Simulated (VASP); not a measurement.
Here is a VASP 6.6.1 calculation.

The input INCAR:

```
SYSTEM = AlInSbN2
PREC     = Accurate       ! precision mode
ENCUT    = 520            ! plane-wave cutoff, eV
EDIFF    = 1E-7           ! SCF threshold, eV
ISMEAR   = 0              ! smearing method
SIGMA    = 0.1            ! smearing width, eV
LREAL    = .False.        ! projectors in reciprocal space
LASPH    = .True.         ! aspherical terms in the spheres
NELM     = 80             ! most SCF steps
ALGO     = Normal         ! electronic algorithm
ISIF     = 2              ! what is computed and relaxed
LWAVE    = .False.        ! write WAVECAR
LCHARG   = .False.        ! write CHGCAR
GGA      = PE             ! functional
NBANDS   = 24             ! bands
```

KPOINTS

```
Automatic mesh
0
Gamma
  6 6 4
  0 0 0
```

The input POSCAR:

```
AlInSbN2
1.0
    4.0287236200      0.0000000000      0.0000000000
   -2.0143618100      3.4889770000      0.0000000000
    0.0000000000      0.0000000000      6.5094062700
Al In Sb N
1 1 1 2
Direct
    0.0000000000      0.0000000000      0.3765620000
    0.3333333300      0.6666666700      0.9841210200
    0.6666666700      0.3333333300      0.6335849800
    0.6666666700      0.3333333300      0.2403230100
    0.0000000000      0.0000000000      0.7654089900
```

Potentials or basis: VASP PAW PBE potentials, release 64 (Al, In_d, Sb, N).

Launch:

```bash
$ cat potpaw_PBE.64/Al/POTCAR potpaw_PBE.64/In_d/POTCAR potpaw_PBE.64/Sb/POTCAR potpaw_PBE.64/N/POTCAR > POTCAR
$ mpirun -np 1 vasp_std > vasp.out
```

Q: Estimate the largest force.

A: 1.540 eV/Å.

Q: Estimate the pressure.

A: -5.5 GPa.

Forces on the atoms (eV/Å):
```
Al   0.000  0.000 -1.540
In   0.000  0.000  0.830
Sb   0.000  0.000  0.439
N    0.000  0.000  1.196
N    0.000  0.000 -0.925
```

Caveat: forces of over 1 eV/Å act on the atoms, so gaps and moduli don't describe the material at rest.
